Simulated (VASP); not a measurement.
Input of a VASP 6.6.1 run:

Contents of INCAR:

```
SYSTEM = BeTe
PREC = Accurate
ENCUT = 600
EDIFF = 1E-6
ISMEAR = 0
SIGMA = 0.02
LREAL = .FALSE.
LASPH = .TRUE.
NELM = 120
ALGO = Normal
ISIF = 2
LWAVE = .FALSE.
LCHARG = .FALSE.
GGA = PS
NBANDS = 11
GGA_COMPAT = .FALSE.
```

The input KPOINTS:

```
regular mesh
0
G
  8 8 8
  0 0 0
```

The input POSCAR:

```
BeTe
1.0
    0.0000000000      2.8023799439      2.8023799439
    2.8023799439      0.0000000000      2.8023799439
    2.8023799439      2.8023799439      0.0000000000
Be Te
1 1
Direct
    0.0000000000      0.0000000000      0.0000000000
    0.2500000000      0.2500000000      0.2500000000
```

Potentials or basis: VASP PAW PBE potentials, release 64 (Be, Te).

Launch:

```console
$ cat potpaw_PBE.64/Be/POTCAR potpaw_PBE.64/Te/POTCAR > POTCAR
$ mpirun -np 1 vasp_std > vasp.out
```

(1) Estimate the pressure.

(2) What does it give for the band gap on the k mesh?

Results:

(1) 0.3 GPa.

(2) 1.82 eV (least direct gap 3.59 eV).

Caveat: the PAW data sets were made with another functional, which shifts forces and pressure a little; spin-orbit coupling is left out, which moves the levels of the heavy elements.
